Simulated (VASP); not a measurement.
The system is ZnO.

```
CELL_PARAMETERS angstrom
3.22650 0.00000 0.00000
-1.61325 2.79423 0.00000
0.00000 0.00000 10.47260
ATOMIC_POSITIONS crystal
Zn 0.00000 0.00000 0.99938
Zn 0.33333 0.66667 0.24956
Zn 0.00000 0.00000 0.49938
Zn 0.66667 0.33333 0.74956
O 0.00000 0.00000 0.18815
O 0.33333 0.66667 0.43790
O 0.00000 0.00000 0.68815
O 0.66667 0.33333 0.93790
```

Base run:

- Program: VASP 6.6.1
- Functional: r2SCAN
- Potentials or basis: VASP PAW PBE potentials, release 64 (Zn, O)
- Cutoff: 520 eV
- k mesh: 12 × 12 × 4
- Occupations: gaussian, width 0.01 eV
- Spin: no spin polarisation

Its results: band gap on the k mesh 1.18 eV; pressure 1.3 GPa; largest force 0.009 eV/Å.

Q: The run is repeated on the same cell with these changes: functional from r2SCAN to PBE. What comes out?

A: Band gap on the k mesh 0.74 eV; pressure 7.1 GPa; largest force 0.009 eV/Å.

Caveats: the PAW data sets were made with another functional, which shifts forces and pressure a little (at least some runs); the cell stands under pressure (at least some runs).

A k mesh can miss the band edges.
